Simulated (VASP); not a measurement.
# Na (P6_3/mmc) in VASP: notebook

Runs on Na. Level: PBEsol. Tasks: single point.

Program: VASP 6.6.1. These are calculated values, not measurements. Logs are shortened: lines on timing, memory, paths and dates and some standing lists are left out, and cuts for length are marked.

## 1. The cell of the first run

It takes space group P6_3/mmc (No. 194, hexagonal). The conventional cell has a = 3.767 Å, b = 3.767 Å, c = 5.969 Å, α = 90.00°, β = 90.00°, γ = 120.00°. Na (site symmetry -6m2) has 12 Na at 3.69 to 3.77 Å within 4.9 Å.

This isn't the form of Na at room conditions, which is bcc.

## 2. Single point, PBEsol (zz strain of -3 %)

Contents of INCAR:

```
SYSTEM = Na
PREC = Accurate
ENCUT = 520
EDIFF = 1E-6
ISMEAR = -1
SIGMA = 0.05
LREAL = .False.
LASPH = .True.
NELM = 100
ALGO = Normal
ISIF = 2
LWAVE = .False.
LCHARG = .False.
GGA = PS
NBANDS = 14
```

Contents of KPOINTS:

```
Automatic mesh
0
Gamma
  13 13 7
  0 0 0
```

Contents of POSCAR:

```
Na
1.0
    3.7670009976      0.0000000000      0.0000000000
   -1.8835004988      3.2623185600      0.0000000000
    0.0000000000      0.0000000000      5.9693800000
Na
2
Direct
    0.3333333333      0.6666666667      0.2500000000
    0.6666666667      0.3333333333      0.7500000000
```

Potentials or basis: VASP PAW PBE potentials, release 64 (Na_pv).

Run with:

```bash
> cat potpaw_PBE.64/Na_pv/POTCAR > POTCAR
> mpirun -np 1 vasp_std > vasp.out
```

OUTCAR:

```text
SYSTEM = Na
   PREC = Accurate
   ENCUT = 520
   EDIFF = 1E-6
   ISMEAR = -1
   LREAL = .False.
   LASPH = .True.
   NELM = 100
   ISIF = 2
   GGA = PS

 ion  position               nearest neighbor table
   1  0.333  0.667  0.250-
   2  0.667  0.333  0.750-

  LATTYP: Found a hexagonal cell.
 ALAT       =     3.7670009976
 C/A-ratio  =     1.5846504962

  Lattice vectors:

 A1 = (   3.7670009976,   0.0000000000,   0.0000000000)
 A2 = (  -1.8835004988,   3.2623185600,   0.0000000000)
 A3 = (   0.0000000000,   0.0000000000,   5.9693800000)

Analysis of symmetry for initial positions (statically):
=====================================================================
 Subroutine PRICEL returns:
 Original cell was already a primitive cell.

 Routine SETGRP: Setting up the symmetry group for a
 hexagonal supercell.

 Subroutine GETGRP returns: Found 24 space group operations
 (whereof 12 operations were pure point group operations)
 out of a pool of 24 trial point group operations.

The static configuration has the point symmetry D_3d.
 The point group associated with its full space group is D_6h.

Analysis of symmetry for dynamics (positions and initial velocities):
=====================================================================
 Subroutine PRICEL returns:
 Original cell was already a primitive cell.

 Routine SETGRP: Setting up the symmetry group for a
 hexagonal supercell.

 Subroutine GETGRP returns: Found 24 space group operations
 (whereof 12 operations were pure point group operations)
 out of a pool of 24 trial point group operations.

The dynamic configuration has the point symmetry D_3d.
 The point group associated with its full space group is D_6h.

 Subroutine INISYM returns: Found 24 space group operations
 (whereof 12 operations are pure point group operations),
 and found     1 'primitive' translations

----------------------------------------------------------------------------------------

                                     Primitive cell

  volume of cell :      73.3586

  direct lattice vectors                    reciprocal lattice vectors
     3.767000998  0.000000000  0.000000000     0.265463163  0.153265229  0.000000000
    -1.883500499  3.262318560  0.000000000     0.000000000  0.306530457  0.000000000
     0.000000000  0.000000000  5.969380000     0.000000000  0.000000000  0.167521585

  length of vectors
     3.767000998  3.767000998  5.969380000     0.306530457  0.306530457  0.167521585

  position of ions in fractional coordinates (direct lattice)
     0.333333333  0.666666667  0.250000000
     0.666666667  0.333333333  0.750000000

  ion indices of the primitive-cell ions
   primitive index   ion index
                 1           1
                 2           2

----------------------------------------------------------------------------------------

 KPOINTS: Automatic mesh

Automatic generation of k-mesh.
 Grid dimensions read from file:
 generate k-points for:   13   13    7

 Generating k-lattice:

  Cartesian coordinates                     Fractional coordinates (reciprocal lattice)
     0.020420243  0.011789633  0.000000000     0.076923077  0.000000000  0.000000000
     0.000000000  0.023579266  0.000000000     0.000000000  0.076923077  0.000000000
     0.000000000  0.000000000  0.023931655     0.000000000  0.000000000  0.142857143

  Length of vectors
     0.023579266  0.023579266  0.023931655

  Shift w.r.t. Gamma in fractional coordinates (k-lattice)
     0.000000000  0.000000000  0.000000000

 Subroutine IBZKPT returns following result:
 ===========================================

 Found     84 irreducible k-points:

 Following reciprocal coordinates:
            Coordinates               Weight
  0.000000  0.000000  0.000000      1.000000
  0.076923  0.000000  0.000000      6.000000
  0.153846  0.000000  0.000000      6.000000
  0.230769  0.000000  0.000000      6.000000
  0.307692  0.000000  0.000000      6.000000
  0.384615  0.000000  0.000000      6.000000
[... 16 lines left out ...]
  0.076923  0.000000  0.142857     12.000000
  0.153846  0.000000  0.142857     12.000000
 [... further k-points ...]
   k-points           NKPTS =     84   k-points in BZ     NKDIM =     84   number of bands    NBANDS=     14
   number of dos      NEDOS =    301   number of ions     NIONS =      2
   total plane-waves  NPLWV =  37632
   dimension x,y,z NGX =    28 NGY =   28 NGZ =   48
   dimension x,y,z NGXF=    56 NGYF=   56 NGZF=   96
   ions per type =               2
   NGX,Y,Z   is equivalent  to a cutoff of  12.36, 12.36, 13.37 a.u.
   NGXF,Y,Z  is equivalent  to a cutoff of  24.71, 24.71, 26.74 a.u.
 SYSTEM =  Na
   PREC   = accura    normal or accurate (medium, high low for compatibility)
   ISTART =      0    job   : 0-new  1-cont  2-samecut
   ICHARG =      2    charge: 1-file 2-atom 10-const
   ISPIN  =      1    spin polarized calculation?
   LNONCOLLINEAR =      F non collinear calculations
   LSORBIT =      F    spin-orbit coupling
   LASPH  =      T    aspherical Exc in radial PAW
   ENCUT  =  520.0 eV  38.22 Ry    6.18 a.u.   7.00  7.00 11.10*2*pi/ulx,y,z
   NELM   =    100;   NELMIN=  2; NELMDL= -5     # of ELM steps
   EDIFF  = 0.1E-05   stopping-criterion for ELM
   LREAL  =      F    real-space projection
   EDIFFG = 0.1E-04   stopping-criterion for IOM
   NSW    =      0    number of steps for IOM
   IBRION =     -1    ionic relax: 0-MD 1-quasi-New 2-CG
   NFREE  =      0    steps in history (QN), initial steepest desc. (CG)
   ISIF   =      2    stress and relaxation
   ISYM   =      2    0-nonsym 1-usesym 2-fastsym
   POTIM  = 0.5000    time-step for ionic-motion
   TEBEG  =    0.0;   TEEND  =   0.0 temperature during run
   PSTRESS=    0.0 pullay stress
   NELECT =      14.0000    total number of electrons
   NUPDOWN=      -1.0000    fix difference up-down
   EMIN   =  10.00;   EMAX   =-10.00  energy-range for DOS
   EFERMI =   0.00;   METHOD = LEGACY
   ISMEAR =    -1;   SIGMA  =   0.05  broadening in eV -4-tet -1-fermi 0-gaus
   EFERMI_NEDOS =   21; number of points for ismear=-14 and -15
   IALGO  =     38    algorithm
   IMIX   =      4    mixing-type and parameters
     AMIX     =   0.40;   BMIX     =  1.00
     AMIX_MAG =   1.60;   BMIX_MAG =  1.00
  volume/ion in A,a.u.               =      36.68       247.52
  Fermi-wavevector in a.u.,A,eV,Ry     =   0.942541  1.781145 12.087200  0.888384
  Thomas-Fermi vector in A             =   2.070161
   LORBIT       =      0    0 simple, 1 ext, 2 COOP (PROOUT), +10 PAW based schemes
   GGA     = PS    functional components
   LHFCALC =     F    Hartree Fock is set to
   AEXX    =    0.0000 exact exchange contribution
   IVDW    =     0    specifies the selected vdW correction
   LEPSILON=     F    determine dielectric tensor
   LRPA    =     F    only Hartree local field effects (RPA)
 non-spin polarized calculation
  energy-cutoff  :      520.00
  volume of cell :       73.36
 maximum number of plane-waves:      1993
 NGX is ok and might be reduce to    28
   NGX = 13   NGY = 13   NGZ = 23

 number of electron      14.0000007 magnetization

 Free energy of the ion-electron system (eV)
  ---------------------------------------------------
  ext. energy  EPLUGINS =         0.00000000
  ---------------------------------------------------
  free energy    TOTEN  =        -2.79970023 eV

  energy without entropy =       -2.79127415  energy(sigma->0) =       -2.79548719

 E-fermi :   0.3279     XC(G=0):  -6.5287

 val. band max:        0.3008695291   @ k =   0.3846   0.1538   0.0000
 cond. band min:       0.3838100730   @ k =   0.3846   0.1538   0.1429
 fundamental gap:      0.0829405439
 Fermi energy:         0.3279301575

 k-point     1 :       0.0000    0.0000    0.0000
  band No.  band energies     occupation
      1     -24.4779      2.00000
      2     -24.4438      2.00000
      3     -24.4438      2.00000
      4     -24.4381      2.00000
      5     -24.4377      2.00000
      6     -24.4377      2.00000
      7      -2.9660      2.00000
      8       1.0212      0.00000
      9       1.4965      0.00000
     10      10.1254      0.00000
     11      10.1254      0.00000
     12      10.4738      0.00000
     13      10.4738      0.00000
     14      10.8209      0.00000

 k-point     2 :       0.0769    0.0000    0.0000
  band No.  band energies     occupation
      1     -24.4772      2.00000
      2     -24.4452      2.00000
      3     -24.4443      2.00000
      4     -24.4392      2.00000
      5     -24.4384      2.00000
      6     -24.4380      2.00000
      7      -2.8795      2.00000
      8       1.0976      0.00000
      9       1.5800      0.00000
     10       8.6290      0.00000
     11       9.4381      0.00000
     12       9.9235      0.00000
     13      11.2673      0.00000
     14      11.7870      0.00000

 k-point     3 :       0.1538    0.0000    0.0000
  band No.  band energies     occupation
      1     -24.4751      2.00000
      2     -24.4492      2.00000
      3     -24.4456      2.00000
      4     -24.4433      2.00000
      5     -24.4394      2.00000
      6     -24.4386      2.00000
      7      -2.6208      2.00000
      8       1.3272      0.00000
      9       1.8269      0.00000
     10       6.9067      0.00000
     11       8.7368      0.00000
     12       9.0353      0.00000
     13      10.4202      0.00000
     14      11.5334      0.00000
[... 324 lines left out ...]
 k-point    23 :       0.0769    0.0000    0.1429
  band No.  band energies     occupation
      1     -24.4753      2.00000
      2     -24.4449      2.00000
      3     -24.4440      2.00000
      4     -24.4412      2.00000
      5     -24.4387      2.00000
      6     -24.4383      2.00000
      7      -2.7905      2.00000
      8       0.2230      1.78140
      9       2.6032      0.00000
     10       8.6958      0.00000
     11       9.5087      0.00000
     12       9.9315      0.00000
     13      10.7388      0.00000
     14      11.2447      0.00000

 k-point    24 :       0.1538    0.0000    0.1429
  band No.  band energies     occupation
      1     -24.4736      2.00000
      2     -24.4487      2.00000
      3     -24.4453      2.00000
      4     -24.4450      2.00000
      5     -24.4398      2.00000
      6     -24.4389      2.00000
      7      -2.5323      2.00000
      8       0.4652      0.12068
      9       2.8350      0.00000
     10       6.9835      0.00000
     11       8.8092      0.00000
     12       8.9594      0.00000
     13       9.9629      0.00000
     14      11.2768      0.00000

 [... further k-points ...]
[... 5 lines left out ...]
  --------------------------------------------------------------------------------------
  -------------------------------------------------------------------------------------
  Total       -0.0717051     -0.0717051      0.0927012     -0.0000000      0.0000000      0.0000000
  in kB       -1.5660623     -1.5660623      2.0246242     -0.0000000      0.0000000      0.0000000
  external PRESSURE =      -0.3691668 kB  Pullay stress =       0.0000000 kB

 VOLUME and BASIS-vectors are now :
 -----------------------------------------------------------------------------
  energy-cutoff  :      520.00
  volume of cell :       73.36
      direct lattice vectors                 reciprocal lattice vectors
     3.767000998  0.000000000  0.000000000     0.265463163  0.153265229  0.000000000
    -1.883500499  3.262318560  0.000000000     0.000000000  0.306530457  0.000000000
     0.000000000  0.000000000  5.969380000     0.000000000  0.000000000  0.167521585

 POSITION                                       TOTAL-FORCE (eV/Angst)
 -----------------------------------------------------------------------------------
     -0.00000      2.17488      1.49235        -0.000000     -0.000000      0.000000
      1.88350      1.08744      4.47703         0.000000      0.000000     -0.000000
 -----------------------------------------------------------------------------------
    total drift:                               -0.000000      0.000000      0.000000

  FREE ENERGIE OF THE ION-ELECTRON SYSTEM (eV)
  ---------------------------------------------------
  free  energy   TOTEN  =        -2.7997002250 eV

  energy  without entropy=       -2.7912741489  energy(sigma->0) =       -2.79548719
```

Run time: 20 s. Hardware: 1 thread of Intel Xeon 6975P-C (Granite Rapids), shared host; peak memory 0.21 GiB.

What came out:

```
Free energy            : -2.7997 eV
Pressure               : 0.0 GPa
Band gap on the k mesh : zero (bands 7 and 8 overlap by 3.29 eV)
```

Caveat: the cell differs from its parent crystal (zz strain of -3 %); the PAW data sets were made with another functional, which shifts forces and pressure a little.

[end of part 1 of 2]

The gap in the log of VASP goes by the Fermi energy; the results here count the filled bands.